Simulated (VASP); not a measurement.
A run of VASP 6.6.1 is set up as follows.

Contents of INCAR:

```
SYSTEM = Al
  PREC = Accurate
  ENCUT = 520
  EDIFF = 1E-6
  ISMEAR = 0
  SIGMA = 0.15
  LREAL = .False.
  LASPH = .True.
  NELM = 100
  ALGO = Normal
  ISIF = 2
  LWAVE = .False.
  LCHARG = .False.
  GGA = PE
  NBANDS = 8
```

File KPOINTS:

```
Automatic mesh
0
Gamma
  20 20 20
  0 0 0
```

Contents of POSCAR:

```
Al
1.0
   -1.5912186900      1.5753065031      1.5753065031
    1.5912186900     -1.6071308769      1.6071308769
    1.5912186900      1.6071308769     -1.6071308769
Al
1
Direct
    0.0000000000      0.0000000000      0.0000000000
```

Potentials or basis: VASP PAW PBE potentials, release 64 (Al).

Launch:

```sh
$ cat potpaw_PBE.64/Al/POTCAR > POTCAR
$ mpirun -np 1 vasp_std > vasp.out
```

Question: What does it give for the pressure?

Answer: 3.8 GPa.

Stress tensor (GPa, compression positive):
```
3.73 0.00 0.00
0.00 3.80 0.86
0.00 0.86 3.80
```

Caveat: the cell differs from its parent crystal (strain -0.0200 x Voigt [0, 0, 0, 1, 0, 0]).
